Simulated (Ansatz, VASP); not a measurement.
Zn3Cl in VASP and in Ansatz

File INCAR:

```
PREC = Accurate
ENCUT = 600
EDIFF = 1E-6
ISMEAR = 0
SIGMA = 0.1
LREAL = False
LASPH = True
NELM = 100
ALGO = Normal
ISIF = 3
LWAVE = False
LCHARG = False
GGA = PE
IBRION = 2
NSW = 90
EDIFFG = -0.04
```

Contents of KPOINTS:

```
Automatic mesh
0
Gamma
  3 3 4
```

Contents of POSCAR:

```
Zn3Cl
1.0
    5.8363496254      0.0000000000      0.0000000000
   -2.9181748127      5.0544270410      0.0000000000
    0.0000000000      0.0000000000      4.6845710783
Zn Cl
6 2
Direct
    0.8330000000      0.6660000000      0.2500000000
    0.1670000000      0.8330000000      0.7500000000
    0.3340000000      0.1670000000      0.2500000000
    0.1670000000      0.3340000000      0.7500000000
    0.8330000000      0.1670000000      0.2500000000
    0.6660000000      0.8330000000      0.7500000000
    0.3333333333      0.6666666667      0.2500000000
    0.6666666667      0.3333333333      0.7500000000
```

Input for Ansatz:

```yaml
crystal:
  lattice:
    - [5.8363496254, 0.0, 0.0]
    - [-2.9181748127, 5.054427041, 0.0]
    - [0.0, 0.0, 4.6845710783]
  atoms:
    - { symbol: Zn, position: [0.833, 0.666, 0.25] }
    - { symbol: Zn, position: [0.167, 0.833, 0.75] }
    - { symbol: Zn, position: [0.334, 0.167, 0.25] }
    - { symbol: Zn, position: [0.167, 0.334, 0.75] }
    - { symbol: Zn, position: [0.833, 0.167, 0.25] }
    - { symbol: Zn, position: [0.666, 0.833, 0.75] }
    - { symbol: Cl, position: [0.3333333333, 0.6666666667, 0.25] }
    - { symbol: Cl, position: [0.6666666667, 0.3333333333, 0.75] }
basis:
  ecutwfc: 420
kpoints:
  mp_grid: { grid: [3, 3, 4] }
hamiltonian:
  xc: pbe
scf:
  occupations: { method: gaussian, width: 0.1 }
  lower_state_search: "off"
output:
  forces: true
  stress: true
  eigenvalues: true
relax:
  adjacent_minimum: "off"
  f_tol: 0.04
  max_steps: 70
  cell: { stress_tol: 0.4 }
```

Alike in both runs: task relaxation of cell and atoms; functional PBE; k mesh 3 × 3 × 4; occupations gaussian, width 0.1 eV; no spin polarisation.

|  | VASP | Ansatz |
| --- | --- | --- |
| version | VASP 6.6.1 | Ansatz 0.2.0 |
| potentials or method | VASP PAW PBE potentials, release 64 (Zn, Cl), cutoff 600 eV | scalar-relativistic, plane waves, PAW |
| valence electrons in the cell | 86 | 86 |

|  | VASP | Ansatz | Ansatz less VASP |
| --- | --- | --- | --- |
| gap on the k mesh at the Fermi level, each at its own relaxed structure (eV) | none | none | - |
| relaxed volume (Å³/atom) | 21.01 | 20.87 | -0.131 |
| relaxed length of the cell vector where the two differ most in proportion (Å) | 3.722 | 3.695 | -0.0269 |

A gap of «none» marks a metal or a gap that the smearing closes.

The k mesh is coarse, so the values compare programs but aren't converged. Noted on VASP's run: the volume moved by over 15 % at a fixed basis, so the end points are rough.
